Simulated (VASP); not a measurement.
Here is a VASP 6.6.1 calculation.

File INCAR:

```
ALGO     = Normal         # electronic algorithm
EDIFF    = 1E-6           # SCF threshold, eV
ENCUT    = 520            # plane-wave cutoff, eV
GGA      = CA             # functional
ISIF     = 2              # what is computed and relaxed
ISMEAR   = -1             # smearing method
LASPH    = T              # aspherical terms in the spheres
LCHARG   = F              # write CHGCAR
LREAL    = Auto         
LWAVE    = F              # write WAVECAR
NBANDS   = 32             # bands
NELM     = 60             # most SCF steps
PREC     = Accurate       # precision mode
SIGMA    = 0.15           # smearing width, eV
```

KPOINTS

```
k-points
0
Gamma
  5 6 4
```

File POSCAR:

```
Be16B
1.0
   -2.2900000000     -3.9663960000      0.0000000000
    3.4350000000     -1.9831980000      0.0000000000
    0.0000000000      0.0000000000      7.1768600000
Be B
16 1
Direct
    0.7552012788      0.5265402994      0.0017143988
    0.5099993630      0.3579902595      0.2477554251
    0.7808590824      0.5292193009      0.5100394880
    0.5051143075      0.4173469473      0.7724456099
    0.4509120056      0.0047617155     -0.0340947155
    0.2563206589      0.8448731613      0.2493203156
    0.5568162194      0.0339362860      0.4667726555
    0.1166427543      0.7605164214      0.7840757657
    0.2363166982      0.4983130244      0.0221251355
   -0.0026105969      0.3345181173      0.2637458443
    0.2750394955      0.4787643216      0.5201174330
    0.0234872528      0.2728185761      0.7689807242
   -0.0329654507      0.0137636442      0.0176355676
    0.7560688950      0.8348744599      0.2458915180
    0.0244309685     -0.0045365596      0.5084007491
    0.7002159074      0.8836280722      0.7341808256
    0.3434580115      0.0505332886      0.6697714599
```

Potentials or basis: VASP PAW LDA potentials, release 64 (Be, B).

Command:

```console
$ cat potpaw_LDA.64/Be/POTCAR potpaw_LDA.64/B/POTCAR > POTCAR
$ mpirun -np 1 vasp_std > vasp.out
```

What does it give for the largest force?

0.291 eV/Å.

Estimate the pressure.

3.3 GPa.

Predict the band gap on the k mesh.

zero (an odd number of electrons rules out a gap without spin polarisation).

Stress tensor (GPa, compression positive):
```
-0.13 -1.77  3.53
-1.77  5.82  8.58
 3.53  8.58  4.16
```
